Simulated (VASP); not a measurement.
# Hg (Pm-3m) in VASP: relaxation of cell and atoms with PBE

Aim: the relaxation of cell and atoms of Hg with PBE.

Everything below comes from runs of VASP 6.6.1. Logs are shortened: lines on timing, memory, paths and dates and some standing lists are left out, and cuts for length are marked.

**1. The cell of the first run**

Symmetry: Pm-3m, No. 221, cubic system. Conventional cell: a = 2.921 Å, b = 2.921 Å, c = 2.921 Å, α = 90.00°, β = 90.00°, γ = 90.00°. Hg (site symmetry m-3m) has 6 Hg at 2.92 Å within 3.8 Å.

**2. Relaxation of cell and atoms, PBE**

INCAR

```
  ALGO = Normal
  EDIFF = 1E-7
  EDIFFG = -0.01
  ENCUT = 500
  GGA = PE
  GGA_COMPAT = False
  IBRION = 2
  ISIF = 3
  ISMEAR = -1
  LASPH = True
  LCHARG = False
  LREAL = False
  LWAVE = False
  NELM = 120
  NELMIN = 4
  NSW = 80
  PREC = Accurate
  SIGMA = 0.1
```

KPOINTS

```
k-points
0
Gamma
  11 11 11
```

POSCAR

```
Hg
1.0
    2.9208326038      0.0000000000      0.0000000000
    0.0000000000      2.9208326038      0.0000000000
    0.0000000000      0.0000000000      2.9208326038
Hg
1
Direct
    0.0000000000      0.0000000000      0.0000000000
```

Potentials or basis: VASP PAW PBE potentials, release 64 (Hg_sv_GW).

The run is started by

```console
$ cat potpaw_PBE.64/Hg_sv_GW/POTCAR > POTCAR
$ mpirun -np 1 vasp_std > vasp.out
```

OUTCAR:

```text
EDIFF = 1E-7
   EDIFFG = -0.01
   ENCUT = 500
   GGA = PE
   IBRION = 2
   ISIF = 3
   ISMEAR = -1
   LASPH = True
   LREAL = False
   NELM = 120
   NELMIN = 4
   NSW = 80
   PREC = Accurate

 ion  position               nearest neighbor table
   1  0.000  0.000  0.000-

  LATTYP: Found a simple cubic cell.
 ALAT       =     2.9208326038

  Lattice vectors:

 A1 = (   2.9208326038,   0.0000000000,   0.0000000000)
 A2 = (   0.0000000000,   2.9208326038,   0.0000000000)
 A3 = (   0.0000000000,   0.0000000000,   2.9208326038)

Analysis of symmetry for initial positions (statically):
=====================================================================
 Subroutine PRICEL returns:
 Original cell was already a primitive cell.

 Routine SETGRP: Setting up the symmetry group for a
 simple cubic supercell.

 Subroutine GETGRP returns: Found 48 space group operations
 (whereof 48 operations were pure point group operations)
 out of a pool of 48 trial point group operations.

The static configuration has the point symmetry O_h .

Analysis of symmetry for dynamics (positions and initial velocities):
=====================================================================
 Subroutine PRICEL returns:
 Original cell was already a primitive cell.

 Routine SETGRP: Setting up the symmetry group for a
 simple cubic supercell.

 Subroutine GETGRP returns: Found 48 space group operations
 (whereof 48 operations were pure point group operations)
 out of a pool of 48 trial point group operations.

The dynamic configuration has the point symmetry O_h .

 Subroutine INISYM returns: Found 48 space group operations
 (whereof 48 operations are pure point group operations),
 and found     1 'primitive' translations

----------------------------------------------------------------------------------------

                                     Primitive cell

  volume of cell :      24.9184

  direct lattice vectors                    reciprocal lattice vectors
     2.920832604  0.000000000  0.000000000     0.342368131  0.000000000  0.000000000
     0.000000000  2.920832604  0.000000000     0.000000000  0.342368131  0.000000000
     0.000000000  0.000000000  2.920832604     0.000000000  0.000000000  0.342368131

  length of vectors
     2.920832604  2.920832604  2.920832604     0.342368131  0.342368131  0.342368131

  position of ions in fractional coordinates (direct lattice)
     0.000000000  0.000000000  0.000000000

  ion indices of the primitive-cell ions
   primitive index   ion index
                 1           1

----------------------------------------------------------------------------------------

 KPOINTS: k-points

Automatic generation of k-mesh.
 Grid dimensions read from file:
 generate k-points for:   11   11   11

 Generating k-lattice:

  Cartesian coordinates                     Fractional coordinates (reciprocal lattice)
     0.031124376  0.000000000  0.000000000     0.090909091  0.000000000  0.000000000
     0.000000000  0.031124376  0.000000000     0.000000000  0.090909091  0.000000000
     0.000000000  0.000000000  0.031124376     0.000000000  0.000000000  0.090909091

  Length of vectors
     0.031124376  0.031124376  0.031124376

  Shift w.r.t. Gamma in fractional coordinates (k-lattice)
     0.000000000  0.000000000  0.000000000

 Subroutine IBZKPT returns following result:
 ===========================================

 Found     56 irreducible k-points:

 Following reciprocal coordinates:
            Coordinates               Weight
  0.000000  0.000000  0.000000      1.000000
  0.090909  0.000000  0.000000      6.000000
  0.181818  0.000000  0.000000      6.000000
  0.272727  0.000000  0.000000      6.000000
  0.363636  0.000000  0.000000      6.000000
  0.454545  0.000000  0.000000      6.000000
[... 16 lines left out ...]
  0.181818  0.090909  0.090909     24.000000
  0.272727  0.090909  0.090909     24.000000
 [... further k-points ...]
   k-points           NKPTS =     56   k-points in BZ     NKDIM =     56   number of bands    NBANDS=     14
   number of dos      NEDOS =    301   number of ions     NIONS =      1
   total plane-waves  NPLWV =  13824
   dimension x,y,z NGX =    24 NGY =   24 NGZ =   24
   dimension x,y,z NGXF=    48 NGYF=   48 NGZF=   48
   ions per type =               1
   NGX,Y,Z   is equivalent  to a cutoff of  13.66, 13.66, 13.66 a.u.
   NGXF,Y,Z  is equivalent  to a cutoff of  27.32, 27.32, 27.32 a.u.
 SYSTEM =  unknown system
   PREC   = accura    normal or accurate (medium, high low for compatibility)
   ISTART =      0    job   : 0-new  1-cont  2-samecut
   ICHARG =      2    charge: 1-file 2-atom 10-const
   ISPIN  =      1    spin polarized calculation?
   LNONCOLLINEAR =      F non collinear calculations
   LSORBIT =      F    spin-orbit coupling
   LASPH  =      T    aspherical Exc in radial PAW
   ENCUT  =  500.0 eV  36.75 Ry    6.06 a.u.   5.33  5.33  5.33*2*pi/ulx,y,z
   NELM   =    120;   NELMIN=  4; NELMDL= -5     # of ELM steps
   EDIFF  = 0.1E-06   stopping-criterion for ELM
   LREAL  =      F    real-space projection
   EDIFFG = -.1E-01   stopping-criterion for IOM
   NSW    =     80    number of steps for IOM
   IBRION =      2    ionic relax: 0-MD 1-quasi-New 2-CG
   NFREE  =      1    steps in history (QN), initial steepest desc. (CG)
   ISIF   =      3    stress and relaxation
   ISYM   =      2    0-nonsym 1-usesym 2-fastsym
   POTIM  = 0.5000    time-step for ionic-motion
   TEBEG  =    0.0;   TEEND  =   0.0 temperature during run
   PSTRESS=    0.0 pullay stress
   NELECT =      20.0000    total number of electrons
   NUPDOWN=      -1.0000    fix difference up-down
   EMIN   =  10.00;   EMAX   =-10.00  energy-range for DOS
   EFERMI =   0.00;   METHOD = LEGACY
   ISMEAR =    -1;   SIGMA  =   0.10  broadening in eV -4-tet -1-fermi 0-gaus
   EFERMI_NEDOS =   21; number of points for ismear=-14 and -15
   IALGO  =     38    algorithm
   IMIX   =      4    mixing-type and parameters
     AMIX     =   0.40;   BMIX     =  1.00
     AMIX_MAG =   1.60;   BMIX_MAG =  1.00
  volume/ion in A,a.u.               =      24.92       168.16
  Fermi-wavevector in a.u.,A,eV,Ry     =   1.521405  2.875038 31.493039  2.314673
  Thomas-Fermi vector in A             =   2.630125
   LORBIT       =      0    0 simple, 1 ext, 2 COOP (PROOUT), +10 PAW based schemes
   GGA     = PE    functional components
   LHFCALC =     F    Hartree Fock is set to
   AEXX    =    0.0000 exact exchange contribution
   IVDW    =     0    specifies the selected vdW correction
   LEPSILON=     F    determine dielectric tensor
   LRPA    =     F    only Hartree local field effects (RPA)
 conjugate gradient relaxation of ions
 non-spin polarized calculation
  energy-cutoff  :      500.00
  volume of cell :       24.92
 maximum number of plane-waves:       655
 NGX is ok and might be reduce to    24
   NGX = 11   NGY = 11   NGZ = 11

--------------------------------------- Ionic step        1  -------------------------------------------

 number of electron      20.0000002 magnetization

 Free energy of the ion-electron system (eV)
  ---------------------------------------------------
  ext. energy  EPLUGINS =         0.00000000
  ---------------------------------------------------
  free energy    TOTEN  =        -0.11052840 eV

  energy without entropy =       -0.10161106  energy(sigma->0) =       -0.10606973

------------------------ aborting loop because EDIFF is reached ----------------------------------------

  FORCE on cell =-STRESS in cart. coord.  units (eV):
  Direction    XX          YY          ZZ          XY          YZ          ZX
  --------------------------------------------------------------------------------------
  -------------------------------------------------------------------------------------
  Total        0.7098071      0.7098071      0.7098071     -0.0000000      0.0000000     -0.0000000
  in kB       45.6384511     45.6384511     45.6384511     -0.0000000      0.0000000     -0.0000000
  external PRESSURE =      45.6384511 kB  Pullay stress =       0.0000000 kB

 VOLUME and BASIS-vectors are now :
 -----------------------------------------------------------------------------
  energy-cutoff  :      500.00
  volume of cell :       24.92
      direct lattice vectors                 reciprocal lattice vectors
     2.920832604  0.000000000  0.000000000     0.342368131  0.000000000  0.000000000
     0.000000000  2.920832604  0.000000000     0.000000000  0.342368131  0.000000000
     0.000000000  0.000000000  2.920832604     0.000000000  0.000000000  0.342368131
[... 36 lines left out ...]
 POSITION                                       TOTAL-FORCE (eV/Angst)
 -----------------------------------------------------------------------------------
      0.00000      0.00000      0.00000         0.000000      0.000000      0.000000
 -----------------------------------------------------------------------------------
    total drift:                                0.000000      0.000000      0.000000

  FREE ENERGIE OF THE ION-ELECTRON SYSTEM (eV)
  ---------------------------------------------------
  free  energy   TOTEN  =        -0.1398414204 eV

  energy  without entropy=       -0.1294762370  energy(sigma->0) =       -0.13465883

--------------------------------------- Ionic step        3  -------------------------------------------

 number of electron      19.9999997 magnetization

 Free energy of the ion-electron system (eV)
  ---------------------------------------------------
  ext. energy  EPLUGINS =         0.00000000
  ---------------------------------------------------
  free energy    TOTEN  =        -0.14020930 eV

  energy without entropy =       -0.12999179  energy(sigma->0) =       -0.13510054

 E-fermi :   4.5783     XC(G=0): -10.3870

 val. band max:        4.5121616855   @ k =   0.4545   0.1818   0.0909
 cond. band min:       4.8037037354   @ k =   0.4545   0.4545   0.1818
 fundamental gap:      0.2915420499
 Fermi energy:         4.5782748462

 k-point     1 :       0.0000    0.0000    0.0000
  band No.  band energies     occupation
      1    -110.2825      2.00000
      2     -58.6040      2.00000
      3     -58.6040      2.00000
      4     -58.6040      2.00000
      5      -3.6241      2.00000
      6      -3.3075      2.00000
      7      -3.3075      2.00000
      8      -1.2543      2.00000
      9      -1.2543      2.00000
     10      -1.2543      2.00000
     11      14.5152      0.00000
     12      14.5152      0.00000
     13      14.5152      0.00000
     14      18.0558      0.00000

 k-point     2 :       0.0909    0.0000    0.0000
  band No.  band energies     occupation
      1    -110.2825      2.00000
      2     -58.6086      2.00000
      3     -58.6039      2.00000
      4     -58.6039      2.00000
      5      -3.4931      2.00000
      6      -3.2939      2.00000
      7      -3.1921      2.00000
      8      -1.3098      2.00000
      9      -1.3098      2.00000
     10      -1.2498      2.00000
[... 362 lines left out ...]
 k-point    24 :       0.2727    0.0909    0.0909
  band No.  band energies     occupation
      1    -110.2818      2.00000
      2     -58.6306      2.00000
      3     -58.6065      2.00000
      4     -58.6065      2.00000
      5      -3.0657      2.00000
      6      -2.9352      2.00000
      7      -1.8940      2.00000
      8      -1.6964      2.00000
      9      -1.3533      2.00000
     10      -1.2760      2.00000
     11       8.4199      0.00000
     12      14.5765      0.00000
     13      14.9901      0.00000
     14      20.0031      0.00000

 [... further k-points ...]

------------------------ aborting loop because EDIFF is reached ----------------------------------------

  FORCE on cell =-STRESS in cart. coord.  units (eV):
  Direction    XX          YY          ZZ          XY          YZ          ZX
  --------------------------------------------------------------------------------------
  -------------------------------------------------------------------------------------
  Total        0.0021419      0.0021419      0.0021419     -0.0000000     -0.0000000      0.0000000
  in kB        0.1259083      0.1259083      0.1259083     -0.0000000     -0.0000000      0.0000000
  external PRESSURE =       0.1259083 kB  Pullay stress =       0.0000000 kB

 VOLUME and BASIS-vectors are now :
 -----------------------------------------------------------------------------
  energy-cutoff  :      500.00
  volume of cell :       27.26
      direct lattice vectors                 reciprocal lattice vectors
     3.009415336 -0.000000000 -0.000000000     0.332290458  0.000000000 -0.000000000
    -0.000000000  3.009415336 -0.000000000     0.000000000  0.332290458 -0.000000000
     0.000000000  0.000000000  3.009415336     0.000000000  0.000000000  0.332290458

 POSITION                                       TOTAL-FORCE (eV/Angst)
 -----------------------------------------------------------------------------------
      0.00000      0.00000      0.00000         0.000000      0.000000      0.000000
 -----------------------------------------------------------------------------------
    total drift:                                0.000000      0.000000      0.000000

  FREE ENERGIE OF THE ION-ELECTRON SYSTEM (eV)
  ---------------------------------------------------
  free  energy   TOTEN  =        -0.1402092950 eV

  energy  without entropy=       -0.1299917923  energy(sigma->0) =       -0.13510054

 reached required accuracy - stopping structural energy minimisation
```

It took 35 s on 1 thread of Intel Xeon Platinum 8259CL at 2.50GHz (Skylake/Cascade Lake), shared host; peak memory 0.17 GiB.

Results:

* Free energy: -0.1402 eV
* Relaxed volume: 27.26 Å³/atom
* Relaxed cell: a = 3.009 Å, b = 3.009 Å, c = 3.009 Å, α = 90.00°, β = 90.00°, γ = 90.00°
* Space group after relaxing (to 0.1 Å): Pm-3m (No. 221)
* Energy gained by relaxing: 29.7 meV/atom
* Ionic steps: 3
* Pressure after relaxing: 0.0 GPa
* Band gap on the k mesh: zero (bands 10 and 11 overlap by 3.93 eV)

The path:
| step | energy change (eV) | largest force (eV/Å) | pressure (GPa) | volume (Å³) |
| --- | --- | --- | --- | --- |
| 1 | 0.0000 | 0.0000 | 4.56 | 24.92 |
| 2 | -0.0293 | 0.0000 | -0.39 | 27.57 |
| 3 | -0.0297 | 0.0000 | 0.01 | 27.26 |

Final structure:
```
Hg
1.0
     3.00942    0.00000    0.00000
     0.00000    3.00942    0.00000
     0.00000    0.00000    3.00942
Hg
1
Direct
  0.00000 0.00000 0.00000
```

Caveat: spin-orbit coupling is left out, which moves the levels of the heavy elements.
